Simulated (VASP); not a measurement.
**TaN: single point with LDA**

The system is TaN.

```xyz
4
Lattice="3.0500 0.0000 0.0000 -1.5250 2.6414 0.0000 0.0000 0.0000 4.8906" Properties=species:S:1:pos:R:3 pbc="T T T"
Ta    0.0000    1.7609    0.0000
Ta    1.5250    0.8805    2.4453
N     0.0000    1.7609    1.8829
N     1.5250    0.8805    4.3282
```

This cell differs from its parent crystal: zz strain of -1 %.

```yaml
Program: VASP 6.6.1
Task: single point
Functional: LDA
Potentials_or_basis: VASP PAW LDA potentials, release 64 (Ta_pv, N)
Cutoff: 520 eV
k_mesh: 9 × 9 × 5
Occupations: fermi-dirac, width 0.03 eV
Spin: no spin polarisation
Dipole_correction: no
Further_INCAR_settings: ALGO = Normal; EDIFF = 1e-06; NBANDS = 24
```

* Pressure: 129.0 GPa
* Largest force: 1.722 eV/Å
* Band gap on the k mesh: zero (band 16 reaches 10.26 eV, above the bottom of band 17 at 8.09 eV)

Forces in eV/Å, atoms in the order of the input:
```
Ta   0.000  0.000  1.722
Ta   0.000  0.000  1.722
N    0.000  0.000 -1.722
N    0.000  0.000 -1.722
```

Stress tensor (GPa, compression positive):
```
136.14   0.00   0.00
  0.00 136.14   0.00
  0.00   0.00 114.73
```

Levels at points of the mesh, in eV from the Fermi level:
```tsv
k point	band 12	band 13	band 14	band 15	band 16	band 17	band 18	band 19	band 20	band 21
(0.00, 0.00, 0.00)	-7.87	-7.87	-7.35	-0.95	-0.95	-0.15	2.15	2.65	2.65	4.57
```

It took 24 s on 1 thread of Intel(R) Xeon(R) Platinum 8488C (Sapphire Rapids), with other jobs on the host, peak memory 0.15 GiB.

Caveat: the cell differs from its parent crystal (zz strain of -1 %); spin-orbit coupling is left out, which moves the levels of the heavy elements; forces of over 1 eV/Å act on the atoms, so gaps and moduli don't describe the material at rest.
